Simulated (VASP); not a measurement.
# ZnS: single point with PBE

The system is ZnS.

```xyz
4
Lattice="3.4682 0.0000 0.0000 -1.7341 3.0036 0.0000 0.0000 0.0000 6.8199" Properties=species:S:1:pos:R:3 pbc="T T T"
Zn    0.0000    2.0024    0.0355
Zn    1.7341    1.0012    3.4454
S     0.0000    2.0024    2.5902
S     1.7341    1.0012    6.0002
```

```
Program                : VASP 6.6.1
Task                   : single point
Functional             : PBE
Potentials or basis    : VASP PAW PBE potentials, release 64 (Zn, S)
Cutoff                 : 520 eV
k mesh                 : 9 × 9 × 6
Occupations            : gaussian, width 0.05 eV
Spin                   : no spin polarisation
Dipole correction      : no
Further INCAR settings : ALGO = Normal; EDIFF = 1e-06; NBANDS = 26
```

```json
{
 "Pressure": "16.5 GPa",
 "Largest force": "1.316 eV/Å",
 "Band gap on the k mesh": "1.36 eV"
}
```

Forces on the atoms (eV/Å):
```
Zn   0.000  0.000  1.316
Zn   0.000  0.000  1.316
S    0.000  0.000 -1.316
S    0.000  0.000 -1.316
```

Stress tensor (GPa, compression positive):
```
26.23  0.00  0.00
 0.00 26.23  0.00
 0.00  0.00 -3.06
```

Levels at points of the mesh, in eV from the valence-band top:
| k point | band 14 | band 15 | band 16 | band 17 | band 18 | band 19 | band 20 | band 21 | band 22 | band 23 |
| --- | --- | --- | --- | --- | --- | --- | --- | --- | --- | --- |
| (0.00, 0.00, 0.00) | -1.25 | -0.55 | -0.55 | 0.00 | 0.00 | 1.36 | 4.42 | 5.48 | 6.84 | 6.84 |
| (0.00, 0.00, 0.50) | -4.11 | -0.28 | -0.28 | -0.28 | -0.28 | 4.29 | 4.29 | 5.61 | 5.61 | 7.20 |

It took 2.1 min on 1 thread of Intel Xeon 8259CL (shared host), peak memory 0.23 GiB.

Caveat: the cell stands under pressure; an odd mesh through Γ misses points on the zone boundary, where band edges can lie; forces of over 1 eV/Å act on the atoms, so gaps and moduli don't describe the material at rest.
